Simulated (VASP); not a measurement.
# Sb (P4/mmm) in VASP: a series of runs

The runs below take Sb through single point, with r2SCAN.

All numbers are computed with VASP 6.6.1; they aren't measurements. Logs are shortened: lines on timing, memory, paths and dates and some standing lists are left out, and cuts for length are marked.

## 1. The cell of the first run

Symmetry: P4/mmm, No. 123, tetragonal system. The conventional cell has a = 3.160 Å, b = 3.160 Å, c = 3.176 Å, α = 90.00°, β = 90.00°, γ = 90.00°. Sb (site symmetry 4/mmm) has 6 Sb at 3.16 to 3.18 Å within 4.2 Å.

This isn't the form of Sb at room conditions, which is rhombohedral.

## 2. Single point, r2SCAN (strain +0.0050 x Voigt [1, 0, 0, 0, 0, 0])

Contents of POSCAR:

```
Sb
1.0
    3.1758000000      0.0000000000      0.0000000000
    0.0000000000      3.1600000000      0.0000000000
    0.0000000000      0.0000000000      3.1600000000
Sb
1
Direct
    0.0000000000      0.0000000000      0.0000000000
```

Contents of INCAR.step1:

```
SYSTEM = Sb
  ALGO = Normal
  EDIFF = 1E-4
  ENCUT = 520
  GGA = PE
  ISMEAR = 0
  LASPH = .TRUE.
  LCHARG = .FALSE.
  LREAL = .FALSE.
  LWAVE = .TRUE.
  NBANDS = 8
  NELM = 100
  PREC = Accurate
  SIGMA = 0.15
```

Contents of INCAR.step2:

```
SYSTEM = Sb
  ALGO = Normal
  EDIFF = 1E-7
  ENCUT = 520
  ISIF = 2
  ISMEAR = 0
  ISTART = 1
  LASPH = .TRUE.
  LCHARG = .FALSE.
  LMIXTAU = .TRUE.
  LREAL = .FALSE.
  LWAVE = .FALSE.
  METAGGA = R2SCAN
  NBANDS = 8
  NELM = 100
  PREC = Accurate
  SIGMA = 0.15
```

Contents of KPOINTS:

```
k-points
0
G
  16 16 16
  0 0 0
```

Potentials or basis: VASP PAW PBE potentials, release 64 (Sb).

Started as:

```sh
$ cat potpaw_PBE.64/Sb/POTCAR > POTCAR
$ cp INCAR.step1 INCAR
$ mpirun -np 1 vasp_std > vasp.out
$ cp INCAR.step2 INCAR
$ mpirun -np 1 vasp_std > vasp.out
```

OUTCAR:

```text
SYSTEM = Sb
   EDIFF = 1E-7
   ENCUT = 520
   ISIF = 2
   ISMEAR = 0
   ISTART = 1
   LASPH = .TRUE.
   LREAL = .FALSE.
   METAGGA = R2SCAN
   NELM = 100
   PREC = Accurate

 ion  position               nearest neighbor table
   1  0.000  0.000  0.000-

  LATTYP: Found a simple tetragonal cell.
 ALAT       =     3.1600000000
 C/A-ratio  =     1.0050000000

  Lattice vectors:

 A1 = (   0.0000000000,   3.1600000000,   0.0000000000)
 A2 = (   0.0000000000,   0.0000000000,   3.1600000000)
 A3 = (   3.1758000000,   0.0000000000,   0.0000000000)

Analysis of symmetry for initial positions (statically):
=====================================================================
 Subroutine PRICEL returns:
 Original cell was already a primitive cell.

 Routine SETGRP: Setting up the symmetry group for a
 simple tetragonal supercell.

 Subroutine GETGRP returns: Found 16 space group operations
 (whereof 16 operations were pure point group operations)
 out of a pool of 16 trial point group operations.

The static configuration has the point symmetry D_4h.

Analysis of symmetry for dynamics (positions and initial velocities):
=====================================================================
 Subroutine PRICEL returns:
 Original cell was already a primitive cell.

 Routine SETGRP: Setting up the symmetry group for a
 simple tetragonal supercell.

 Subroutine GETGRP returns: Found 16 space group operations
 (whereof 16 operations were pure point group operations)
 out of a pool of 16 trial point group operations.

The dynamic configuration has the point symmetry D_4h.

 Subroutine INISYM returns: Found 16 space group operations
 (whereof 16 operations are pure point group operations),
 and found     1 'primitive' translations

----------------------------------------------------------------------------------------

                                     Primitive cell

  volume of cell :      31.7123

  direct lattice vectors                    reciprocal lattice vectors
     3.175800000  0.000000000  0.000000000     0.314881290  0.000000000  0.000000000
     0.000000000  3.160000000  0.000000000     0.000000000  0.316455696  0.000000000
     0.000000000  0.000000000  3.160000000     0.000000000  0.000000000  0.316455696

  length of vectors
     3.175800000  3.160000000  3.160000000     0.314881290  0.316455696  0.316455696

  position of ions in fractional coordinates (direct lattice)
     0.000000000  0.000000000  0.000000000

  ion indices of the primitive-cell ions
   primitive index   ion index
                 1           1
[... 71 lines left out ...]
   NELM   =    100;   NELMIN=  2; NELMDL=  0     # of ELM steps
   EDIFF  = 0.1E-06   stopping-criterion for ELM
   LREAL  =      F    real-space projection
   EDIFFG = 0.1E-05   stopping-criterion for IOM
   NSW    =      0    number of steps for IOM
   IBRION =     -1    ionic relax: 0-MD 1-quasi-New 2-CG
   NFREE  =      0    steps in history (QN), initial steepest desc. (CG)
   ISIF   =      2    stress and relaxation
   ISYM   =      2    0-nonsym 1-usesym 2-fastsym
   POTIM  = 0.5000    time-step for ionic-motion
   TEBEG  =    0.0;   TEEND  =   0.0 temperature during run
   PSTRESS=    0.0 pullay stress
   NELECT =       5.0000    total number of electrons
   NUPDOWN=      -1.0000    fix difference up-down
   EMIN   =  10.00;   EMAX   =-10.00  energy-range for DOS
   EFERMI =   0.00;   METHOD = LEGACY
   ISMEAR =     0;   SIGMA  =   0.15  broadening in eV -4-tet -1-fermi 0-gaus
   EFERMI_NEDOS =   21; number of points for ismear=-14 and -15
   IALGO  =     38    algorithm
   IMIX   =      4    mixing-type and parameters
     AMIX     =   0.40;   BMIX     =  1.00
     AMIX_MAG =   1.60;   BMIX_MAG =  1.00
  volume/ion in A,a.u.               =      31.71       214.00
  Fermi-wavevector in a.u.,A,eV,Ry     =   0.884414  1.671301 10.642321  0.782189
  Thomas-Fermi vector in A             =   2.005311
   LORBIT       =      0    0 simple, 1 ext, 2 COOP (PROOUT), +10 PAW based schemes
   METAGGA = R2SCAN    functional components
   LHFCALC =     F    Hartree Fock is set to
   AEXX    =    0.0000 exact exchange contribution
   IVDW    =     0    specifies the selected vdW correction
   LEPSILON=     F    determine dielectric tensor
   LRPA    =     F    only Hartree local field effects (RPA)
 non-spin polarized calculation
 Gauss-broadening in eV      SIGMA  =   0.15
  energy-cutoff  :      520.00
  volume of cell :       31.71
 maximum number of plane-waves:       876
 NGX is ok and might be reduce to    24
   NGX = 11   NGY = 11   NGZ = 11

 number of electron       5.0000001 magnetization

 Free energy of the ion-electron system (eV)
  ---------------------------------------------------
  ext. energy  EPLUGINS =         0.00000000
  ---------------------------------------------------
  free energy    TOTEN  =       -25.61141441 eV

  energy without entropy =      -25.60616436  energy(sigma->0) =      -25.60878938

 E-fermi :   6.3024     XC(G=0):  -9.8395

 val. band max:        6.3017411459   @ k =   0.1250   0.1875   0.1250
 cond. band min:       6.3350716213   @ k =   0.2500   0.4375   0.0000
 fundamental gap:      0.0333304754
 Fermi energy:         6.3024033193

 k-point     1 :       0.0000    0.0000    0.0000
  band No.  band energies     occupation
      1      -6.2043      2.00000
      2       9.4814      0.00000
      3       9.6211      0.00000
      4       9.6211      0.00000
      5      13.4626      0.00000
      6      13.5267      0.00000
      7      15.0436      0.00000
      8      24.3711      0.00000
[... 243 lines left out ...]
 k-point    24 :       0.3125    0.1250    0.0000
  band No.  band energies     occupation
      1      -4.6871      2.00000
      2       3.2541      2.00000
      3       8.6565      0.00000
      4      11.0021      0.00000
      5      15.2408      0.00000
      6      16.3891      0.00000
      7      18.1993      0.00000
      8      19.8326      0.00000

 [... further k-points ...]
[... 5 lines left out ...]
  --------------------------------------------------------------------------------------
  -------------------------------------------------------------------------------------
  Total       -0.8450712     -0.7574140     -0.7574140     -0.0000000      0.0000000     -0.0000000
  in kB      -42.6949578    -38.2663120    -38.2663120     -0.0000000      0.0000000     -0.0000000
  external PRESSURE =     -39.7425273 kB  Pullay stress =       0.0000000 kB

 VOLUME and BASIS-vectors are now :
 -----------------------------------------------------------------------------
  energy-cutoff  :      520.00
  volume of cell :       31.71
      direct lattice vectors                 reciprocal lattice vectors
     3.175800000  0.000000000  0.000000000     0.314881290  0.000000000  0.000000000
     0.000000000  3.160000000  0.000000000     0.000000000  0.316455696  0.000000000
     0.000000000  0.000000000  3.160000000     0.000000000  0.000000000  0.316455696

 POSITION                                       TOTAL-FORCE (eV/Angst)
 -----------------------------------------------------------------------------------
      0.00000      0.00000      0.00000         0.000000      0.000000      0.000000
 -----------------------------------------------------------------------------------
    total drift:                                0.000000     -0.000000      0.000000

  FREE ENERGIE OF THE ION-ELECTRON SYSTEM (eV)
  ---------------------------------------------------
  free  energy   TOTEN  =       -25.6114144061 eV

  energy  without entropy=      -25.6061643636  energy(sigma->0) =      -25.60878938
```

OUTCAR.step1:

```text
SYSTEM = Sb
   EDIFF = 1E-4
   ENCUT = 520
   GGA = PE
   ISMEAR = 0
   LASPH = .TRUE.
[... 483 lines left out ...]
 -----------------------------------------------------------------------------------
      0.00000      0.00000      0.00000         0.000000      0.000000      0.000000
 -----------------------------------------------------------------------------------
    total drift:                               -0.000000      0.000000      0.000000

  FREE ENERGIE OF THE ION-ELECTRON SYSTEM (eV)
  ---------------------------------------------------
  free  energy   TOTEN  =        -4.0781190229 eV

  energy  without entropy=       -4.0723621389  energy(sigma->0) =       -4.07524058
```

OSZICAR.step1:

```text
N       E                     dE             d eps       ncg     rms          rms(c)
DAV:   1     0.527596482293E+01    0.52760E+01   -0.16204E+03  6536   0.402E+02
DAV:   2    -0.395288174005E+01   -0.92288E+01   -0.89541E+01  9152   0.518E+01
DAV:   3    -0.407286488005E+01   -0.11998E+00   -0.11850E+00  7576   0.664E+00
DAV:   4    -0.407343057523E+01   -0.56570E-03   -0.56569E-03 10032   0.560E-01
DAV:   5    -0.407343284125E+01   -0.22660E-05   -0.22661E-05  8112   0.221E-02    0.173E+00
DAV:   6    -0.407615306614E+01   -0.27202E-02   -0.11697E-03  8352   0.209E-01    0.102E+00
DAV:   7    -0.407806409043E+01   -0.19110E-02   -0.27683E-03  7272   0.317E-01    0.801E-02
DAV:   8    -0.407811902292E+01   -0.54932E-04   -0.93782E-05  8760   0.650E-02
   1 F= -.40781190E+01 E0= -.40752406E+01  d E =-.575688E-02
```

Run time: 5 min. Hardware: 1 thread of Intel Xeon Platinum 8259CL at 2.50GHz (Skylake/Cascade Lake), shared host; peak memory 0.22 GiB.

What came out:

```yaml
Free_energy: -25.6114 eV
Pressure: -4.0 GPa
Band_gap_on_the_k_mesh: zero (an odd number of electrons rules out a gap without spin polarisation)
```

Caveat: the cell differs from its parent crystal (strain +0.0050 x Voigt [1, 0, 0, 0, 0, 0]); the cell stands under tension; the PAW data sets were made with another functional, which shifts forces and pressure a little; spin-orbit coupling is left out, which moves the levels of the heavy elements.

## 3. Single point, r2SCAN (strain +0.0100 x Voigt [1, 0, 0, 0, 0, 0])

Edit POSCAR of step 2 so:

```diff
@@ -2,3 +2,3 @@
 1.0
-    3.1758000000      0.0000000000      0.0000000000
+    3.1916000000      0.0000000000      0.0000000000
     0.0000000000      3.1600000000      0.0000000000
```

Contents of INCAR.step1:

```
SYSTEM = Sb
PREC = Accurate ; ENCUT = 520
ISMEAR = 0 ; SIGMA = 0.15
LREAL = .False. ; LASPH = .True.
NELM = 80 ; NBANDS = 8
GGA = PE ; ALGO = Normal
EDIFF = 1E-4 ; LWAVE = .True.
LCHARG = .False.
```

Contents of INCAR.step2:

```
SYSTEM = Sb
PREC = Accurate ; ENCUT = 520
EDIFF = 1E-7 ; ISMEAR = 0
SIGMA = 0.15 ; LREAL = .False.
LASPH = .True. ; NELM = 80
ALGO = Normal ; ISIF = 2
LWAVE = .False. ; LCHARG = .False.
METAGGA = R2SCAN ; LMIXTAU = .True.
NBANDS = 8 ; ISTART = 1
```

Contents of KPOINTS:

```
regular mesh
0
Gamma
  16 16 16
  0 0 0
```

Potentials or basis: VASP PAW PBE potentials, release 64 (Sb).

Started as:

```sh
$ cat potpaw_PBE.64/Sb/POTCAR > POTCAR
$ cp INCAR.step1 INCAR
$ mpirun -np 1 vasp_std > vasp.out
$ cp INCAR.step2 INCAR
$ mpirun -np 1 vasp_std > vasp.out
```

It took 2.7 min on 1 thread of Intel Xeon Platinum 8259CL at 2.50GHz (Skylake/Cascade Lake), shared host; peak memory 0.22 GiB.

It converged, with:

```yaml
Free_energy: -25.6070 eV
Pressure: -4.2 GPa
Band_gap_on_the_k_mesh: zero (an odd number of electrons rules out a gap without spin polarisation)
```

Stress tensor (GPa, compression positive):
```
-4.74  0.00  0.00
 0.00 -3.88  0.00
 0.00  0.00 -3.88
```

Levels at points of the mesh, in eV from the Fermi level:
```
           k point  band 1  band 2  band 3  band 4  band 5  band 6
(0.00, 0.00, 0.00)  -12.47    3.07    3.35    3.35    7.12    7.25
(0.50, 0.00, 0.00)  -10.23   -5.39    5.20    5.20    9.15   11.23
(0.00, 0.50, 0.00)  -10.10   -5.42    5.02    5.30    9.15   11.08
(0.50, 0.50, 0.00)   -7.70   -3.56   -3.43    2.72    7.17   12.99
(0.00, 0.50, 0.50)   -7.56   -3.47   -3.47    2.74    6.99   12.91
(0.50, 0.50, 0.50)   -4.86   -1.73   -1.73   -1.58    5.23    5.31
```

Caveat: the cell differs from its parent crystal (strain +0.0100 x Voigt [1, 0, 0, 0, 0, 0]); the cell stands under tension; the PAW data sets were made with another functional, which shifts forces and pressure a little; spin-orbit coupling is left out, which moves the levels of the heavy elements.

## 4. Single point, r2SCAN (strain +0.0150 x Voigt [1, 0, 0, 0, 0, 0])

Edit POSCAR of step 3 so:

```diff
@@ -2,3 +2,3 @@
 1.0
-    3.1916000000      0.0000000000      0.0000000000
+    3.2074000000      0.0000000000      0.0000000000
     0.0000000000      3.1600000000      0.0000000000
```

Contents of INCAR.step1:

```
PREC     = Accurate       # precision mode
ENCUT    = 520            # plane-wave cutoff, eV
ISMEAR   = 0              # smearing method
SIGMA    = 0.15           # smearing width, eV
LREAL    = False          # projectors in reciprocal space
LASPH    = True           # aspherical terms in the spheres
NELM     = 80             # most SCF steps
NBANDS   = 8              # bands
GGA      = PE             # functional
ALGO     = Normal         # electronic algorithm
EDIFF    = 1E-4           # SCF threshold, eV
LWAVE    = True           # write WAVECAR
LCHARG   = False          # write CHGCAR
```

Contents of INCAR.step2:

```
PREC     = Accurate       # precision mode
ENCUT    = 520            # plane-wave cutoff, eV
EDIFF    = 1E-6           # SCF threshold, eV
ISMEAR   = 0              # smearing method
SIGMA    = 0.15           # smearing width, eV
LREAL    = False          # projectors in reciprocal space
LASPH    = True           # aspherical terms in the spheres
NELM     = 80             # most SCF steps
ALGO     = Normal         # electronic algorithm
ISIF     = 2              # what is computed and relaxed
LWAVE    = False          # write WAVECAR
LCHARG   = False          # write CHGCAR
METAGGA  = R2SCAN         # meta-GGA
LMIXTAU  = True         
NBANDS   = 8              # bands
ISTART   = 1
```

Contents of KPOINTS:

```
regular mesh
0
Gamma
  16 16 16
```

Started as:

```sh
$ cat potpaw_PBE.64/Sb/POTCAR > POTCAR
$ cp INCAR.step1 INCAR
$ mpirun -np 1 vasp_std > vasp.out
$ cp INCAR.step2 INCAR
$ mpirun -np 1 vasp_std > vasp.out
```

Run time: 2 min. Hardware: 1 thread of Intel Xeon Platinum 8259CL at 2.50GHz (Skylake/Cascade Lake), shared host; peak memory 0.22 GiB.

Results (log left out):

```yaml
Free_energy: -25.6021 eV
Pressure: -4.4 GPa
Band_gap_on_the_k_mesh: zero (an odd number of electrons rules out a gap without spin polarisation)
```

Stress tensor (GPa, compression positive):
```
-5.19  0.00  0.00
 0.00 -3.94  0.00
 0.00  0.00 -3.94
```

Levels at points of the mesh, in eV from the Fermi level:
```tsv
k point	band 1	band 2	band 3	band 4	band 5
(0.00, 0.00, 0.00)	-12.44	2.97	3.38	3.38	7.07
(0.50, 0.00, 0.00)	-10.25	-5.35	5.18	5.18	9.14
(0.00, 0.50, 0.00)	-10.07	-5.40	4.91	5.33	9.14
(0.50, 0.50, 0.00)	-7.73	-3.58	-3.38	2.73	7.16
(0.00, 0.50, 0.50)	-7.52	-3.45	-3.45	2.76	6.88
(0.50, 0.50, 0.50)	-4.89	-1.74	-1.74	-1.52	5.21
```

Caveat: the cell differs from its parent crystal (strain +0.0150 x Voigt [1, 0, 0, 0, 0, 0]); the cell stands under tension; the PAW data sets were made with another functional, which shifts forces and pressure a little; spin-orbit coupling is left out, which moves the levels of the heavy elements.

## 5. Summary

| cell | gap on the mesh (eV) | pressure (GPa) |
| --- | --- | --- |
| a = 3.176, b = 3.160, c = 3.160 Å, 1 atom | none | -4.0 |
| a = 3.192, b = 3.160, c = 3.160 Å, 1 atom | none | -4.2 |
| a = 3.207, b = 3.160, c = 3.160 Å, 1 atom | none | -4.4 |

Alike in all rows: task single point; level r2SCAN; potentials or basis VASP PAW PBE potentials, release 64 (Sb); no spin polarisation; k mesh 16 × 16 × 16; cutoff (eV) 520; smearing gaussian 0.15 eV.

Caveats: the cell stands under tension; the PAW data sets were made with another functional, which shifts forces and pressure a little; spin-orbit coupling is left out, which moves the levels of the heavy elements.

Absolute energies hang on the potentials; compare differences alone.

The gap in the log of VASP goes by the Fermi energy; the results here count the filled bands.